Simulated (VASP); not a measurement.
# H2Os (Cmmm) in VASP: a series of runs

The runs below take H2Os through relaxation of cell and atoms, single point, with PBE.

All numbers are computed with VASP 6.6.1; they aren't measurements. Logs are shortened: lines on timing, memory, paths and dates and some standing lists are left out, and cuts for length are marked.

**1. The cell of the first run**

It takes space group Cmmm (No. 65, orthorhombic). The conventional cell has a = 4.141 Å, b = 4.221 Å, c = 5.060 Å, α = 90.00°, β = 90.00°, γ = 90.00°. H (site symmetry m2m) has 1 Os at 1.37 Å and 1 H at 1.49 Å within 1.8 Å. Os (site symmetry mmm) has 2 H at 1.37 Å within 1.8 Å.

The cell was generated, and may not be a known phase.

**2. Relaxation of cell and atoms, PBE**

INCAR reads:

```
SYSTEM = H2Os
ALGO     = Normal         ! electronic algorithm
EDIFF    = 1E-6           ! SCF threshold, eV
EDIFFG   = -0.04          ! ionic threshold
ENCUT    = 600            ! plane-wave cutoff, eV
GGA      = PE             ! functional
IBRION   = 2              ! ionic algorithm
ISIF     = 3              ! what is computed and relaxed
ISMEAR   = 0              ! smearing method
LASPH    = .True.         ! aspherical terms in the spheres
LCHARG   = .False.        ! write CHGCAR
LREAL    = .False.        ! projectors in reciprocal space
LWAVE    = .False.        ! write WAVECAR
NELM     = 60             ! most SCF steps
NSW      = 90             ! ionic steps
PREC     = Accurate       ! precision mode
SIGMA    = 0.1            ! smearing width, eV
```

KPOINTS reads:

```
k-points
0
Gamma
  6 6 4
  0 0 0
```

POSCAR reads:

```
H2Os
1.0
    2.0702902700     -2.1104435100      0.0000000000
    2.0702902700      2.1104435100      0.0000000000
    0.0000000000      0.0000000000      5.0599649000
H Os
2 1
Direct
    0.8238114600      0.1761885400      0.5000000000
    0.1761885400      0.8238114600      0.5000000000
    0.5000000000      0.5000000000      0.5000000000
```

Potentials or basis: VASP PAW PBE potentials, release 64 (H, Os).

On the command line:

```console
$ cat potpaw_PBE.64/H/POTCAR potpaw_PBE.64/Os/POTCAR > POTCAR
$ mpirun -np 1 vasp_std > vasp.out
```

OUTCAR:

```text
SYSTEM = H2Os
   EDIFF = 1E-6
   EDIFFG = -0.04
   ENCUT = 600
   GGA = PE
   IBRION = 2
   ISIF = 3
   ISMEAR = 0
   LASPH = .True.
   LREAL = .False.
   NELM = 60
   NSW = 90
   PREC = Accurate

 ion  position               nearest neighbor table
   1  0.824  0.176  0.500-   3 1.37
   2  0.176  0.824  0.500-   3 1.37
   3  0.500  0.500  0.500-   1 1.37   2 1.37

  LATTYP: Found a base centered orthorhombic cell.
 ALAT       =     4.1405805400
 B/A-ratio  =     1.0193949808
 C/A-ratio  =     1.2220423806

  Lattice vectors:

 A1 = (   2.0702902700,  -2.1104435100,   0.0000000000)
 A2 = (   2.0702902700,   2.1104435100,   0.0000000000)
 A3 = (   0.0000000000,   0.0000000000,   5.0599649000)

Analysis of symmetry for initial positions (statically):
=====================================================================
 Subroutine PRICEL returns:
 Original cell was already a primitive cell.

 Routine SETGRP: Setting up the symmetry group for a
 base centered orthorhombic supercell.

 Subroutine GETGRP returns: Found  8 space group operations
 (whereof  8 operations were pure point group operations)
 out of a pool of  8 trial point group operations.

The static configuration has the point symmetry D_2h.

Analysis of symmetry for dynamics (positions and initial velocities):
=====================================================================
 Subroutine PRICEL returns:
 Original cell was already a primitive cell.

 Routine SETGRP: Setting up the symmetry group for a
 base centered orthorhombic supercell.

 Subroutine GETGRP returns: Found  8 space group operations
 (whereof  8 operations were pure point group operations)
 out of a pool of  8 trial point group operations.

The dynamic configuration has the point symmetry D_2h.

 Subroutine INISYM returns: Found  8 space group operations
 (whereof  8 operations are pure point group operations),
 and found     1 'primitive' translations

----------------------------------------------------------------------------------------

                                     Primitive cell

  volume of cell :      44.2163

  direct lattice vectors                    reciprocal lattice vectors
     2.070290270 -2.110443510  0.000000000     0.241512027 -0.236917026  0.000000000
     2.070290270  2.110443510  0.000000000     0.241512027  0.236917026  0.000000000
     0.000000000  0.000000000  5.059964900     0.000000000  0.000000000  0.197629829

  length of vectors
     2.956361549  2.956361549  5.059964900     0.338316031  0.338316031  0.197629829

  position of ions in fractional coordinates (direct lattice)
     0.823811460  0.176188540  0.500000000
     0.176188540  0.823811460  0.500000000
     0.500000000  0.500000000  0.500000000

  ion indices of the primitive-cell ions
   primitive index   ion index
                 1           1
                 2           2
                 3           3

----------------------------------------------------------------------------------------

 KPOINTS: k-points

Automatic generation of k-mesh.
 Grid dimensions read from file:
 generate k-points for:    6    6    4

 Generating k-lattice:

  Cartesian coordinates                     Fractional coordinates (reciprocal lattice)
     0.040252005 -0.039486171  0.000000000     0.166666667  0.000000000  0.000000000
     0.040252005  0.039486171  0.000000000     0.000000000  0.166666667  0.000000000
     0.000000000  0.000000000  0.049407457     0.000000000  0.000000000  0.250000000

  Length of vectors
     0.056386005  0.056386005  0.049407457

  Shift w.r.t. Gamma in fractional coordinates (k-lattice)
     0.000000000  0.000000000  0.000000000

 Subroutine IBZKPT returns following result:
 ===========================================

 Found     39 irreducible k-points:

 Following reciprocal coordinates:
            Coordinates               Weight
  0.000000  0.000000  0.000000      1.000000
  0.166667  0.000000  0.000000      4.000000
  0.333333  0.000000  0.000000      4.000000
  0.500000  0.000000  0.000000      2.000000
  0.166667  0.166667  0.000000      2.000000
  0.333333  0.166667  0.000000      4.000000
[... 16 lines left out ...]
  0.333333  0.333333  0.250000      4.000000
  0.500000  0.333333  0.250000      8.000000
 [... further k-points ...]
   k-points           NKPTS =     39   k-points in BZ     NKDIM =     39   number of bands    NBANDS=      9
   number of dos      NEDOS =    301   number of ions     NIONS =      3
   total plane-waves  NPLWV =  23040
   dimension x,y,z NGX =    24 NGY =   24 NGZ =   40
   dimension x,y,z NGXF=    48 NGYF=   48 NGZF=   80
   ions per type =               2   1
   NGX,Y,Z   is equivalent  to a cutoff of  13.50, 13.50, 13.14 a.u.
   NGXF,Y,Z  is equivalent  to a cutoff of  26.99, 26.99, 26.28 a.u.
 SYSTEM =  H2Os
   PREC   = accura    normal or accurate (medium, high low for compatibility)
   ISTART =      0    job   : 0-new  1-cont  2-samecut
   ICHARG =      2    charge: 1-file 2-atom 10-const
   ISPIN  =      1    spin polarized calculation?
   LNONCOLLINEAR =      F non collinear calculations
   LSORBIT =      F    spin-orbit coupling
   LASPH  =      T    aspherical Exc in radial PAW
   ENCUT  =  600.0 eV  44.10 Ry    6.64 a.u.   5.90  5.90 10.11*2*pi/ulx,y,z
   NELM   =     60;   NELMIN=  2; NELMDL= -5     # of ELM steps
   EDIFF  = 0.1E-05   stopping-criterion for ELM
   LREAL  =      F    real-space projection
   EDIFFG = -.4E-01   stopping-criterion for IOM
   NSW    =     90    number of steps for IOM
   IBRION =      2    ionic relax: 0-MD 1-quasi-New 2-CG
   NFREE  =      1    steps in history (QN), initial steepest desc. (CG)
   ISIF   =      3    stress and relaxation
   ISYM   =      2    0-nonsym 1-usesym 2-fastsym
   POTIM  = 0.5000    time-step for ionic-motion
   TEBEG  =    0.0;   TEEND  =   0.0 temperature during run
   PSTRESS=    0.0 pullay stress
   NELECT =      10.0000    total number of electrons
   NUPDOWN=      -1.0000    fix difference up-down
   EMIN   =  10.00;   EMAX   =-10.00  energy-range for DOS
   EFERMI =   0.00;   METHOD = LEGACY
   ISMEAR =     0;   SIGMA  =   0.10  broadening in eV -4-tet -1-fermi 0-gaus
   EFERMI_NEDOS =   21; number of points for ismear=-14 and -15
   IALGO  =     38    algorithm
   IMIX   =      4    mixing-type and parameters
     AMIX     =   0.40;   BMIX     =  1.00
     AMIX_MAG =   1.60;   BMIX_MAG =  1.00
  volume/ion in A,a.u.               =      14.74        99.46
  Fermi-wavevector in a.u.,A,eV,Ry     =   0.997426  1.884862 13.535873  0.994859
  Thomas-Fermi vector in A             =   2.129581
   LORBIT       =      0    0 simple, 1 ext, 2 COOP (PROOUT), +10 PAW based schemes
   GGA     = PE    functional components
   LHFCALC =     F    Hartree Fock is set to
   AEXX    =    0.0000 exact exchange contribution
   IVDW    =     0    specifies the selected vdW correction
   LEPSILON=     F    determine dielectric tensor
   LRPA    =     F    only Hartree local field effects (RPA)
 conjugate gradient relaxation of ions
 non-spin polarized calculation
 Gauss-broadening in eV      SIGMA  =   0.10
  energy-cutoff  :      600.00
  volume of cell :       44.22
 maximum number of plane-waves:      1500
   NGX = 11   NGY = 11   NGZ = 21

--------------------------------------- Ionic step        1  -------------------------------------------

 number of electron      10.0000001 magnetization

 Free energy of the ion-electron system (eV)
  ---------------------------------------------------
  ext. energy  EPLUGINS =         0.00000000
  ---------------------------------------------------
  free energy    TOTEN  =       -11.07694279 eV

  energy without entropy =      -11.05585771  energy(sigma->0) =      -11.06640025

------------------------ aborting loop because EDIFF is reached ----------------------------------------

  FORCE on cell =-STRESS in cart. coord.  units (eV):
  Direction    XX          YY          ZZ          XY          YZ          ZX
  --------------------------------------------------------------------------------------
  -------------------------------------------------------------------------------------
  Total       -7.0553392     23.8701172     -0.3192212     -0.0000000      0.0000000      0.0000000
  in kB     -255.6501252    864.9333842    -11.5669778     -0.0000000      0.0000000      0.0000000
  external PRESSURE =     199.2387604 kB  Pullay stress =       0.0000000 kB

 VOLUME and BASIS-vectors are now :
 -----------------------------------------------------------------------------
  energy-cutoff  :      600.00
  volume of cell :       44.22
      direct lattice vectors                 reciprocal lattice vectors
     2.070290270 -2.110443510  0.000000000     0.241512027 -0.236917026  0.000000000
     2.070290270  2.110443510  0.000000000     0.241512027  0.236917026  0.000000000
     0.000000000  0.000000000  5.059964900     0.000000000  0.000000000  0.197629829
[... 966 lines left out ...]
 k-point    24 :       0.5000    0.3333    0.2500
  band No.  band energies     occupation
      1      -5.1181      2.00000
      2      -2.8180      2.00000
      3       1.3214      2.00000
      4       2.3013      2.00000
      5       3.5535      1.92337
      6       3.9442      0.00017
      7       5.7210      0.00000
      8      11.0329      0.00000
      9      12.3786      0.00000

 [... further k-points ...]

[... ionic steps 4 to 60 ...]

--------------------------------------- Ionic step       61  -------------------------------------------

 number of electron      10.0000000 magnetization

------------------------ aborting loop because EDIFF is reached ----------------------------------------

  FORCE on cell =-STRESS in cart. coord.  units (eV):
  Direction    XX          YY          ZZ          XY          YZ          ZX
  --------------------------------------------------------------------------------------
  -------------------------------------------------------------------------------------
  Total       -0.1137709     -0.1279931     -0.0678938     -0.0000000      0.0000000      0.0000000
  in kB       -7.9412564     -8.9339726     -4.7390147     -0.0000000      0.0000000      0.0000000
  external PRESSURE =      -7.2047479 kB  Pullay stress =       0.0000000 kB

 VOLUME and BASIS-vectors are now :
 -----------------------------------------------------------------------------
  energy-cutoff  :      600.00
  volume of cell :       22.95
      direct lattice vectors                 reciprocal lattice vectors
     1.539730011 -2.978856865  0.000000000     0.324732256 -0.167849622  0.000000000
     1.539730011  2.978856865  0.000000000     0.324732256  0.167849622  0.000000000
     0.000000000  0.000000000  2.502236109     0.000000000  0.000000000  0.399642542
[... 38 lines left out ...]
 POSITION                                       TOTAL-FORCE (eV/Angst)
 -----------------------------------------------------------------------------------
      1.54062     -1.94084      1.25308         0.000000      0.060487      0.000000
      1.54062      1.94084      1.25308        -0.000000     -0.060487      0.000000
      1.54062      0.00000      1.25308         0.000000     -0.000000      0.000000
 -----------------------------------------------------------------------------------
    total drift:                               -0.000000     -0.000000     -0.000000

  FREE ENERGIE OF THE ION-ELECTRON SYSTEM (eV)
  ---------------------------------------------------
  free  energy   TOTEN  =       -16.1045683443 eV

  energy  without entropy=      -16.1001257301  energy(sigma->0) =      -16.10234704

--------------------------------------- Ionic step       63  -------------------------------------------

 number of electron      10.0000000 magnetization

 Free energy of the ion-electron system (eV)
  ---------------------------------------------------
  ext. energy  EPLUGINS =         0.00000000
  ---------------------------------------------------
  free energy    TOTEN  =       -16.10519280 eV

  energy without entropy =      -16.10069247  energy(sigma->0) =      -16.10294263

 E-fermi :   5.8930     XC(G=0): -12.1849

 val. band max:        5.8669300110   @ k =   0.5000   0.1667   0.2500
 cond. band min:       5.9358798733   @ k =   0.0000   0.0000   0.0000
 fundamental gap:      0.0689498623
 Fermi energy:         5.8929973615

 k-point     1 :       0.0000    0.0000    0.0000
  band No.  band energies     occupation
      1      -6.5543      2.00000
      2       0.3647      2.00000
      3       1.9213      2.00000
      4       2.9804      2.00000
      5       5.9359      0.54422
      6       7.5303      0.00000
      7       7.7309      0.00000
      8      17.5126      0.00000
      9      20.5671      0.00000
[... 298 lines left out ...]
 POSITION                                       TOTAL-FORCE (eV/Angst)
 -----------------------------------------------------------------------------------
      1.54105     -1.93680      1.24969         0.000000      0.026971      0.000000
      1.54105      1.93680      1.24969        -0.000000     -0.026971      0.000000
      1.54105      0.00000      1.24969        -0.000000      0.000000      0.000000
 -----------------------------------------------------------------------------------
    total drift:                               -0.000000     -0.000000     -0.000000

  FREE ENERGIE OF THE ION-ELECTRON SYSTEM (eV)
  ---------------------------------------------------
  free  energy   TOTEN  =       -16.1051928011 eV

  energy  without entropy=      -16.1006924655  energy(sigma->0) =      -16.10294263

 reached required accuracy - stopping structural energy minimisation
```

It took 13 min on 1 thread of Intel Xeon 8259CL, shared host; peak memory 0.21 GiB.

What came out:

```yaml
Free_energy: -16.1052 eV
Relaxed_volume: 7.61 Å³/atom
Relaxed_cell: a = 3.339 Å, b = 3.339 Å, c = 2.499 Å, α = 90.00°, β = 90.00°, γ = 125.03°
Space_group_after_relaxing_to_0.1_Å: Cmmm (No. 65)
Energy_gained_by_relaxing: 1676.1 meV/atom
Ionic_steps: 63
Pressure_after_relaxing: 0.3 GPa
Largest_force_after_relaxing: 0.027 eV/Å
Band_gap_on_the_k_mesh: zero (bands 5 and 6 overlap by 2.45 eV)
```

Forces in eV/Å, atoms in the order of the input:
```
H    0.000  0.027  0.000
H    0.000 -0.027  0.000
Os   0.000  0.000  0.000
```

Stress tensor (GPa, compression positive):
```
-0.37  0.00  0.00
 0.00  0.61  0.00
 0.00  0.00  0.52
```

Step by step:
```
step  energy change (eV)  largest force (eV/Å)  pressure (GPa)  volume (Å³)
   1              0.0000                9.8291           19.92        44.22
   3             -2.3915                1.2964          -13.36        48.70
   5             -2.5058                0.9467           -5.68        46.16
   7             -2.5921                0.0547           -9.05        46.90
   9             -3.0196                0.3251           -2.01        42.13
  11             -3.0728                0.4671            2.57        40.43
  13             -3.1642                0.7166            0.29        40.50
  15             -3.2103                0.0196           -1.77        40.76
  17             -3.2214                0.1460            0.71        39.45
  19             -3.2437                0.0429            0.71        38.12
  21             -3.2778                0.9800            7.86        31.70
  23             -3.2958                0.8132            5.33        32.90
  25             -3.3037                0.8259            5.28        32.68
  27             -3.3344                0.8645            5.42        31.64
  29             -3.5038                0.8960           12.16        27.06
  31             -3.5765                0.6923           13.85        26.27
  33             -3.7188                0.1114           31.15        23.12
  35             -3.7381                0.1450           30.70        23.10
  37             -3.8958                0.2752           24.69        23.34
  39             -4.3028                0.6561            5.15        24.29
  41             -4.4236                0.9423           -9.08        25.26
  43             -4.4468                0.9211           -7.76        25.06
  45             -4.5934                0.7220            1.28        23.73
  47             -4.6391                0.5415           10.04        22.86
  49             -4.7742                0.3690            5.60        23.21
  51             -4.7813                0.3490            5.01        23.33
  53             -4.8675                0.1508           -7.08        24.58
  55             -4.9145                0.2026           -0.67        23.72
  57             -4.9512                0.2858            1.56        23.24
  59             -5.0223                0.1286           -2.18        23.14
  61             -5.0264                0.1074           -0.72        22.95
  63             -5.0283                0.0270            0.25        22.82
```

Final structure:
```
CELL_PARAMETERS angstrom
1.54105 -2.96212 0.00000
1.54105 2.96212 0.00000
0.00000 0.00000 2.49937
ATOMIC_POSITIONS crystal
H 0.82693 0.17307 0.50000
H 0.17307 0.82693 0.50000
Os 0.50000 0.50000 0.50000
```

Caveat: the volume moved by over 15 % at a fixed basis, so the end points are rough; spin-orbit coupling is left out, which moves the levels of the heavy elements.

(Part 1 of 2 ends here.)

The gap in the log of VASP goes by the Fermi energy; the results here count the filled bands.